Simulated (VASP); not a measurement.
# In2TeO2 (P-3m1) in VASP: further runs, part 3 of 3

VASP 6.6.1. Earlier steps stand in the parts before.

### 6 Relaxation of cell and atoms, PBE

This run uses another cell than the first one, of 18.32 Å³/atom.

Input file INCAR:

```
  PREC = Accurate
  ENCUT = 600
  EDIFF = 1E-6
  ISMEAR = 0
  SIGMA = 0.1
  LREAL = False
  LASPH = True
  NELM = 60
  ALGO = Normal
  ISIF = 3
  LWAVE = False
  LCHARG = False
  GGA = PE
  IBRION = 2
  NSW = 100
  EDIFFG = -0.01
```

Input file KPOINTS:

```
Automatic mesh
0
Gamma
  12 12 6
```

Input file POSCAR:

```
In2TeO2
1.0
    3.7716146951      0.0000000000      0.0000000000
   -1.8858073475      3.2663141392      0.0000000000
    0.0000000000      0.0000000000      7.4366301804
In Te O
2 1 2
Direct
    0.3333333333      0.6666666667      0.3111567904
    0.6666666667      0.3333333333      0.6888432096
    0.0000000000      0.0000000000      0.0000000000
    0.3333333333      0.6666666667      0.6186047682
    0.6666666667      0.3333333333      0.3813952318
```

Potentials or basis: VASP PAW PBE potentials, release 64 (In_d, Te, O).

On the command line:

```console
> cat potpaw_PBE.64/In_d/POTCAR potpaw_PBE.64/Te/POTCAR potpaw_PBE.64/O/POTCAR > POTCAR
> mpirun -np 1 vasp_std > vasp.out
```

OUTCAR:

```text
PREC = Accurate
   ENCUT = 600
   EDIFF = 1E-6
   ISMEAR = 0
   LREAL = False
   LASPH = True
   NELM = 60
   ISIF = 3
   GGA = PE
   IBRION = 2
   NSW = 100
   EDIFFG = -0.01

 ion  position               nearest neighbor table
   1  0.333  0.667  0.311-   5 2.24   5 2.24   5 2.24   4 2.29   3 3.18   3 3.18   3 3.18   2 3.55
                             2 3.55   2 3.55
   2  0.667  0.333  0.689-   4 2.24   4 2.24   4 2.24   5 2.29   3 3.18   3 3.18   3 3.18   1 3.55
                             1 3.55   1 3.55
   3  0.000  0.000  0.000-   1 3.18   2 3.18   1 3.18   2 3.18   2 3.18   1 3.18
   4  0.333  0.667  0.619-   2 2.24   2 2.24   2 2.24   1 2.29
   5  0.667  0.333  0.381-   1 2.24   1 2.24   1 2.24   2 2.29

  LATTYP: Found a hexagonal cell.
 ALAT       =     3.7716146951
 C/A-ratio  =     1.9717364528

  Lattice vectors:

 A1 = (   3.7716146951,   0.0000000000,   0.0000000000)
 A2 = (  -1.8858073475,   3.2663141392,   0.0000000000)
 A3 = (   0.0000000000,   0.0000000000,   7.4366301804)

Analysis of symmetry for initial positions (statically):
=====================================================================
 Subroutine PRICEL returns:
 Original cell was already a primitive cell.

 Routine SETGRP: Setting up the symmetry group for a
 hexagonal supercell.

 Subroutine GETGRP returns: Found 12 space group operations
 (whereof 12 operations were pure point group operations)
 out of a pool of 24 trial point group operations.

The static configuration has the point symmetry D_3d.

Analysis of symmetry for dynamics (positions and initial velocities):
=====================================================================
 Subroutine PRICEL returns:
 Original cell was already a primitive cell.

 Routine SETGRP: Setting up the symmetry group for a
 hexagonal supercell.

 Subroutine GETGRP returns: Found 12 space group operations
 (whereof 12 operations were pure point group operations)
 out of a pool of 24 trial point group operations.

The dynamic configuration has the point symmetry D_3d.

 Subroutine INISYM returns: Found 12 space group operations
 (whereof 12 operations are pure point group operations),
 and found     1 'primitive' translations

----------------------------------------------------------------------------------------

                                     Primitive cell

  volume of cell :      91.6139

  direct lattice vectors                    reciprocal lattice vectors
     3.771614695  0.000000000  0.000000000     0.265138430  0.153077744  0.000000000
    -1.885807347  3.266314139  0.000000000     0.000000000  0.306155488  0.000000000
     0.000000000  0.000000000  7.436630180     0.000000000  0.000000000  0.134469508

  length of vectors
     3.771614695  3.771614695  7.436630180     0.306155488  0.306155488  0.134469508

  position of ions in fractional coordinates (direct lattice)
     0.333333333  0.666666667  0.311156790
     0.666666667  0.333333333  0.688843210
     0.000000000  0.000000000  0.000000000
     0.333333333  0.666666667  0.618604768
     0.666666667  0.333333333  0.381395232
[... 70 lines left out ...]
 SYSTEM =  unknown system
   PREC   = accura    normal or accurate (medium, high low for compatibility)
   ISTART =      0    job   : 0-new  1-cont  2-samecut
   ICHARG =      2    charge: 1-file 2-atom 10-const
   ISPIN  =      1    spin polarized calculation?
   LNONCOLLINEAR =      F non collinear calculations
   LSORBIT =      F    spin-orbit coupling
   LASPH  =      T    aspherical Exc in radial PAW
   ENCUT  =  600.0 eV  44.10 Ry    6.64 a.u.   7.53  7.53 14.85*2*pi/ulx,y,z
   NELM   =     60;   NELMIN=  2; NELMDL= -5     # of ELM steps
   EDIFF  = 0.1E-05   stopping-criterion for ELM
   LREAL  =      F    real-space projection
   EDIFFG = -.1E-01   stopping-criterion for IOM
   NSW    =    100    number of steps for IOM
   IBRION =      2    ionic relax: 0-MD 1-quasi-New 2-CG
   NFREE  =      1    steps in history (QN), initial steepest desc. (CG)
   ISIF   =      3    stress and relaxation
   ISYM   =      2    0-nonsym 1-usesym 2-fastsym
   POTIM  = 0.5000    time-step for ionic-motion
   TEBEG  =    0.0;   TEEND  =   0.0 temperature during run
   PSTRESS=    0.0 pullay stress
   NELECT =      44.0000    total number of electrons
   NUPDOWN=      -1.0000    fix difference up-down
   EMIN   =  10.00;   EMAX   =-10.00  energy-range for DOS
   EFERMI =   0.00;   METHOD = LEGACY
   ISMEAR =     0;   SIGMA  =   0.10  broadening in eV -4-tet -1-fermi 0-gaus
   EFERMI_NEDOS =   21; number of points for ismear=-14 and -15
   IALGO  =     38    algorithm
   IMIX   =      4    mixing-type and parameters
     AMIX     =   0.40;   BMIX     =  1.00
     AMIX_MAG =   1.60;   BMIX_MAG =  1.00
  volume/ion in A,a.u.               =      18.32       123.65
  Fermi-wavevector in a.u.,A,eV,Ry     =   1.282051  2.422725 22.363274  1.643654
  Thomas-Fermi vector in A             =   2.414385
   LORBIT       =      0    0 simple, 1 ext, 2 COOP (PROOUT), +10 PAW based schemes
   GGA     = PE    functional components
   LHFCALC =     F    Hartree Fock is set to
   AEXX    =    0.0000 exact exchange contribution
   IVDW    =     0    specifies the selected vdW correction
   LEPSILON=     F    determine dielectric tensor
   LRPA    =     F    only Hartree local field effects (RPA)
 conjugate gradient relaxation of ions
 non-spin polarized calculation
 Gauss-broadening in eV      SIGMA  =   0.10
  energy-cutoff  :      600.00
  volume of cell :       91.61
 maximum number of plane-waves:      3093
   NGX = 15   NGY = 15   NGZ = 29

--------------------------------------- Ionic step        1  -------------------------------------------

 number of electron      43.9999991 magnetization

 Free energy of the ion-electron system (eV)
  ---------------------------------------------------
  ext. energy  EPLUGINS =         0.00000000
  ---------------------------------------------------
  free energy    TOTEN  =       -22.77187881 eV

  energy without entropy =      -22.76508915  energy(sigma->0) =      -22.76848398

------------------------ aborting loop because EDIFF is reached ----------------------------------------

  FORCE on cell =-STRESS in cart. coord.  units (eV):
  Direction    XX          YY          ZZ          XY          YZ          ZX
  --------------------------------------------------------------------------------------
  -------------------------------------------------------------------------------------
  Total        0.2738739      0.2738739     -0.3986703      0.0000000     -0.0000000     -0.0000000
  in kB        4.7896065      4.7896065     -6.9720906      0.0000000     -0.0000000     -0.0000000
  external PRESSURE =       0.8690408 kB  Pullay stress =       0.0000000 kB
[... 98 lines left out ...]
  FREE ENERGIE OF THE ION-ELECTRON SYSTEM (eV)
  ---------------------------------------------------
  free  energy   TOTEN  =       -22.7770584883 eV

  energy  without entropy=      -22.7684161021  energy(sigma->0) =      -22.77273730

[... ionic steps 4 to 7 ...]

--------------------------------------- Ionic step        8  -------------------------------------------

 number of electron      43.9999995 magnetization

------------------------ aborting loop because EDIFF is reached ----------------------------------------
[... 73 lines left out ...]
--------------------------------------- Ionic step       10  -------------------------------------------

 number of electron      43.9999996 magnetization

 Free energy of the ion-electron system (eV)
  ---------------------------------------------------
  ext. energy  EPLUGINS =         0.00000000
  ---------------------------------------------------
  free energy    TOTEN  =       -22.77990576 eV

  energy without entropy =      -22.77073893  energy(sigma->0) =      -22.77532234

 E-fermi :   7.5526     XC(G=0): -10.4531

 val. band max:        7.5426815986   @ k =   0.4167   0.0000   0.5000
 cond. band min:       7.5554617364   @ k =   0.0833   0.0000   0.1667
 fundamental gap:      0.0127801378
 Fermi energy:         7.5525749248

 k-point     1 :       0.0000    0.0000    0.0000
  band No.  band energies     occupation
      1     -11.7653      2.00000
      2     -11.0769      2.00000
      3      -7.4235      2.00000
      4      -7.4235      2.00000
      5      -7.3713      2.00000
      6      -7.3713      2.00000
[... 685 lines left out ...]
     25      11.2449      0.00000
     26      13.4760      0.00000

 [... further k-points ...]

------------------------ aborting loop because EDIFF is reached ----------------------------------------

  FORCE on cell =-STRESS in cart. coord.  units (eV):
  Direction    XX          YY          ZZ          XY          YZ          ZX
  --------------------------------------------------------------------------------------
  -------------------------------------------------------------------------------------
  Total       -0.0209242     -0.0209242      0.0000031     -0.0000000      0.0000000     -0.0000000
  in kB       -0.3672361     -0.3672361      0.0000538     -0.0000000      0.0000000     -0.0000000
  external PRESSURE =      -0.2448061 kB  Pullay stress =       0.0000000 kB
[... 20 lines left out ...]
  FREE ENERGIE OF THE ION-ELECTRON SYSTEM (eV)
  ---------------------------------------------------
  free  energy   TOTEN  =       -22.7799057568 eV

  energy  without entropy=      -22.7707389285  energy(sigma->0) =      -22.77532234

 reached required accuracy - stopping structural energy minimisation
```

CONTCAR:

```text
In2TeO2
   1.00000000000000
     3.8079378667279018    0.0000000000005558   -0.0000000000000000
    -1.9039689333129877    3.2977709285742569    0.0000000000000000
    -0.0000000000000000   -0.0000000000000000    7.2695005602136362
  In              Te              O
     2     1     2
Direct
     0.3333333332999970    0.6666666667000030    0.3085785444874192
     0.6666666667000030    0.3333333332999970    0.6914214555125811
     0.0000000000000000    1.0000000000000000    0.0000000000000000
     0.3333333332999970    0.6666666667000030    0.6192470263042474
     0.6666666667000030    0.3333333332999970    0.3807529736957526

  0.00000000E+00  0.00000000E+00  0.00000000E+00
  0.00000000E+00  0.00000000E+00  0.00000000E+00
  0.00000000E+00  0.00000000E+00  0.00000000E+00
  0.00000000E+00  0.00000000E+00  0.00000000E+00
  0.00000000E+00  0.00000000E+00  0.00000000E+00
```

Wall time 17 min (1 thread of AMD EPYC 9R45 (Zen 5), shared host); peak memory 0.42 GiB.

What came out:

```
Free energy                           : -22.7799 eV
Relaxed volume                        : 18.26 Å³/atom
Relaxed cell                          : a = 3.808 Å, b = 3.808 Å, c = 7.270 Å, α = 90.00°, β = 90.00°, γ = 120.00°
Space group after relaxing (to 0.1 Å) : P-3m1 (No. 164)
Energy gained by relaxing             : 1.6 meV/atom
Ionic steps                           : 10
Pressure after relaxing               : 0.0 GPa
Largest force after relaxing          : 0.005 eV/Å
Band gap on the k mesh                : zero (bands 22 and 23 overlap by 0.93 eV)
```

Forces on the atoms (eV/Å):
```
In   0.000  0.000  0.005
In   0.000  0.000 -0.005
Te   0.000  0.000  0.000
O    0.000  0.000  0.005
O    0.000  0.000 -0.005
```

Step by step:
| step | energy change (eV) | largest force (eV/Å) | pressure (GPa) | volume (Å³) |
| --- | --- | --- | --- | --- |
| 1 | 0.0000 | 0.1154 | 0.09 | 91.61 |
| 2 | -0.0034 | 0.0493 | -0.15 | 91.74 |
| 3 | -0.0052 | 0.0608 | -0.59 | 91.96 |
| 4 | -0.0070 | 0.0790 | -0.09 | 91.42 |
| 5 | -0.0071 | 0.0849 | 0.05 | 91.25 |
| 6 | -0.0071 | 0.0869 | 0.15 | 91.18 |
| 7 | -0.0077 | 0.0557 | 0.12 | 91.19 |
| 8 | -0.0080 | 0.0136 | 0.07 | 91.21 |
| 9 | -0.0080 | 0.0072 | 0.05 | 91.22 |
| 10 | -0.0080 | 0.0052 | -0.02 | 91.29 |

Final structure:
```
In Te O
1.0
     3.80794    0.00000    0.00000
    -1.90397    3.29777    0.00000
     0.00000    0.00000    7.26950
In Te O
2 1 2
Direct
  0.33333 0.66667 0.30858
  0.66667 0.33333 0.69142
  0.00000 0.00000 0.00000
  0.33333 0.66667 0.61925
  0.66667 0.33333 0.38075
```

Caveat: spin-orbit coupling is left out, which moves the levels of the heavy elements.

### 7 Summary

```csv
task,cell,k mesh,cutoff (eV),gap on the mesh (eV),pressure (GPa),relaxed volume (Å³/atom),largest force (eV/Å)
single point,"a = 3.899, b = 3.899, c = 6.934 Å, angles 90.0, 90.0, 120.0°, 5 atoms, atomic positions A",6 × 6 × 4,520,none,-1.8,-,1.54
single point,"a = 3.772, b = 3.772, c = 7.437 Å, angles 90.0, 90.0, 120.0°, 5 atoms, atomic positions B",6 × 6 × 4,520,none,0.1,-,0.01
single point,"a = 3.805, b = 3.805, c = 7.279 Å, angles 90.0, 90.0, 120.0°, 5 atoms, atomic positions C",12 × 12 × 6,520,none,0.1,-,0.03
relaxation of cell and atoms,"relaxed from a = 3.899, b = 3.899, c = 6.934 Å, angles 90.0, 90.0, 120.0°, 5 atoms, atomic positions A",6 × 6 × 4,600,none,0.1,18.34,0.02
relaxation of cell and atoms,"relaxed from a = 3.772, b = 3.772, c = 7.437 Å, angles 90.0, 90.0, 120.0°, 5 atoms, atomic positions B",12 × 12 × 6,600,none,0.0,18.26,0.01
```

Alike in all rows: level PBE; potentials or basis VASP PAW PBE potentials, release 64 (In_d, Te, O); no spin polarisation; smearing gaussian 0.1 eV.

Caveats: spin-orbit coupling is left out, which moves the levels of the heavy elements; semilocal functionals underestimate gaps, and a narrow one can read as zero (at least some runs); forces of over 1 eV/Å act on the atoms, so gaps and moduli don't describe the material at rest (at least some runs).

Total energies depend on the potentials used, so only differences within one code and one set of settings carry meaning.

The gap in the log of VASP goes by the Fermi energy; the results here count the filled bands.